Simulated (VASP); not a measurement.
Write the native input for VASP 6.6.1 that does the following.

```yaml
Task: relaxation of cell and atoms
Functional: r2SCAN
Potentials_or_basis: VASP PAW PBE potentials, release 64 (In_d, Ga_d, As)
Cutoff: 600 eV
k_mesh: 6 × 6 × 4
Occupations: fermi-dirac, width 0.02 eV
Spin: no spin polarisation
Dipole_correction: no
Further_INCAR_settings: ALGO = Normal; EDIFF = 1e-06; IBRION = 2; EDIFFG = -0.005; NSW = 80; ISIF = 3
```

The system is InGaAs2.

```
CELL_PARAMETERS angstrom
4.21500 0.00000 0.00000
0.00000 4.21500 0.00000
0.00000 0.00000 5.98984
ATOMIC_POSITIONS crystal
In 0.00000 0.00000 0.50000
Ga 0.50000 0.50000 0.00000
As 0.50000 0.00000 0.76941
As 0.00000 0.50000 0.23059
```

One way to write it, as run:

POSCAR

```
InGaAs2
1.0
    4.2150015842      0.0000000000      0.0000000000
    0.0000000000      4.2150015842      0.0000000000
    0.0000000000      0.0000000000      5.9898445654
In Ga As
1 1 2
Direct
    0.0000000000      0.0000000000      0.5000000000
    0.5000000000      0.5000000000      0.0000000000
    0.5000000000      0.0000000000      0.7694098611
    0.0000000000      0.5000000000      0.2305901389
```

INCAR.step1

```
PREC     = Accurate       # precision mode
ENCUT    = 600            # plane-wave cutoff, eV
ISMEAR   = -1             # smearing method
SIGMA    = 0.02           # smearing width, eV
LREAL    = False          # projectors in reciprocal space
LASPH    = True           # aspherical terms in the spheres
NELM     = 100            # most SCF steps
GGA      = PE             # functional
ALGO     = Normal         # electronic algorithm
EDIFF    = 1E-4           # SCF threshold, eV
LWAVE    = True           # write WAVECAR
LCHARG   = False          # write CHGCAR
```

INCAR.step2

```
PREC     = Accurate       # precision mode
ENCUT    = 600            # plane-wave cutoff, eV
EDIFF    = 1E-6           # SCF threshold, eV
ISMEAR   = -1             # smearing method
SIGMA    = 0.02           # smearing width, eV
LREAL    = False          # projectors in reciprocal space
LASPH    = True           # aspherical terms in the spheres
NELM     = 100            # most SCF steps
ALGO     = Normal         # electronic algorithm
ISIF     = 3              # what is computed and relaxed
LWAVE    = False          # write WAVECAR
LCHARG   = False          # write CHGCAR
METAGGA  = R2SCAN         # meta-GGA
LMIXTAU  = True         
IBRION   = 2              # ionic algorithm
NSW      = 80             # ionic steps
EDIFFG   = -0.005         # ionic threshold
ISTART   = 1
```

KPOINTS

```
Automatic mesh
0
Gamma
  6 6 4
```

Potentials or basis: VASP PAW PBE potentials, release 64 (In_d, Ga_d, As).

The run is started by

```sh
$ cat potpaw_PBE.64/In_d/POTCAR potpaw_PBE.64/Ga_d/POTCAR potpaw_PBE.64/As/POTCAR > POTCAR
$ cp INCAR.step1 INCAR
$ mpirun -np 1 vasp_std > vasp.out
$ cp INCAR.step2 INCAR
$ mpirun -np 1 vasp_std > vasp.out
```

Results of the run:

| Quantity | Value |
| --- | --- |
| Relaxed volume | 25.53 Å³/atom |
| Relaxed cell | a = 4.156 Å, b = 4.156 Å, c = 5.913 Å, α = 90.00°, β = 90.00°, γ = 90.00° |
| Space group after relaxing (to 0.1 Å) | P-4m2 (No. 115) |
| Energy gained by relaxing | 8.4 meV/atom |
| Ionic steps | 11 |
| Pressure after relaxing | 0.0 GPa |
| Band gap on the k mesh | 0.29 eV |

Caveat: the PAW data sets were made with another functional, which shifts forces and pressure a little; spin-orbit coupling is left out, which moves the levels of the heavy elements.

It took 36 min on 1 thread of Intel Xeon 8259CL, on a shared host, peak memory 0.34 GiB.
